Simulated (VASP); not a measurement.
A run of VASP 6.6.1 is set up as follows.

The input INCAR:

```
PREC = Accurate ; ENCUT = 520
EDIFF = 1E-6 ; ISMEAR = 0
SIGMA = 0.025 ; LREAL = F
LASPH = T ; NELM = 150
ALGO = Normal ; ISIF = 2
LWAVE = F ; LCHARG = F
ISPIN = 2 ; MAGMOM = 1 0
LORBIT = 11 ; NUPDOWN = 1.0
GGA = PE ; NBANDS = 21
```

File KPOINTS:

```
regular mesh
0
Gamma
  7 7 7
```

The input POSCAR:

```
TePb
1.0
    0.0000000000      3.2310000000      3.2310000000
    3.2310000000      0.0000000000      3.2310000000
    3.2310000000      3.2310000000      0.0000000000
Pb Te
1 1
Direct
    0.0000000000      0.0000000000      0.0000000000
    0.5000000000      0.5000000000      0.5000000000
```

Potentials or basis: VASP PAW PBE potentials, release 64 (Pb_d, Te).

The run is started by

```bash
$ cat potpaw_PBE.64/Pb_d/POTCAR potpaw_PBE.64/Te/POTCAR > POTCAR
$ mpirun -np 1 vasp_std > vasp.out
```

(1) Predict the pressure.

Results:

(1) 2.2 GPa.

Caveat: the total moment is fixed, so each spin has its own Fermi level.
